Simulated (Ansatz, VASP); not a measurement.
**MgO in VASP and in Ansatz**

The input POSCAR:

```
MgO
1.0
    0.0000000000      2.1921000000      2.1921000000
    2.1921000000      0.0000000000      2.1921000000
    2.1921000000      2.1921000000      0.0000000000
Mg O
1 1
Direct
    0.0000000000      0.0000000000      0.0000000000
    0.5000000000      0.5000000000      0.5000000000
```

Contents of INCAR.step1:

```
SYSTEM = MgO
PREC = Accurate
ENCUT = 660
ISMEAR = 0
SIGMA = 0.01
LREAL = .FALSE.
LASPH = .TRUE.
NELM = 120
NBANDS = 11
GGA = PE
ALGO = Normal
EDIFF = 1E-5
LWAVE = .TRUE.
LCHARG = .FALSE.
GGA_COMPAT = .FALSE.
```

File INCAR.step2:

```
SYSTEM = MgO
PREC = Accurate
ENCUT = 660
EDIFF = 1E-6
ISMEAR = 0
SIGMA = 0.01
LREAL = .FALSE.
LASPH = .TRUE.
NELM = 120
ALGO = Normal
ISIF = 2
LWAVE = .FALSE.
LCHARG = .FALSE.
METAGGA = R2SCAN
LMIXTAU = .TRUE.
NBANDS = 11
ISTART = 1
GGA_COMPAT = .FALSE.
```

Contents of KPOINTS:

```
Automatic mesh
0
G
  9 9 9
  0 0 0
```

Input for Ansatz:

```yaml
crystal:
  lattice:
    - [0.0, 2.1921, 2.1921]
    - [2.1921, 0.0, 2.1921]
    - [2.1921, 2.1921, 0.0]
  atoms:
    - { symbol: Mg, position: [0.0, 0.0, 0.0] }
    - { symbol: O, position: [0.5, 0.5, 0.5] }
hamiltonian:
  xc: r2scan
  pseudopotentials: { kind: paw }
basis:
  ecutwfc: 500
kpoints:
  mp_grid: { grid: [9, 9, 9] }
scf:
  occupations: { method: fixed }
  lower_state_search: "off"
  max_iter: 100
output:
  forces: true
  stress: true
```

Alike in both runs: task single point; functional r2SCAN; k mesh 9 × 9 × 9; no spin polarisation.

```csv
,VASP,Ansatz
version,VASP 6.6.1,Ansatz 0.2.0
potentials or method,"VASP PAW PBE potentials, release 64 (Mg, O), cutoff 660 eV","PAW, plane waves, scalar-relativistic"
occupations,"gaussian, width 0.01 eV",fixed
valence electrons in the cell,8,16
```

```tsv
	VASP	Ansatz	Ansatz less VASP
pressure (GPa)	-17.5	-16.2	+1.26
```

VASP's potentials were made for PBE, not for r2SCAN. VASP's potentials hold 8 valence electrons a cell and Ansatz's 16, so a difference there can come from the potentials and not from the codes.
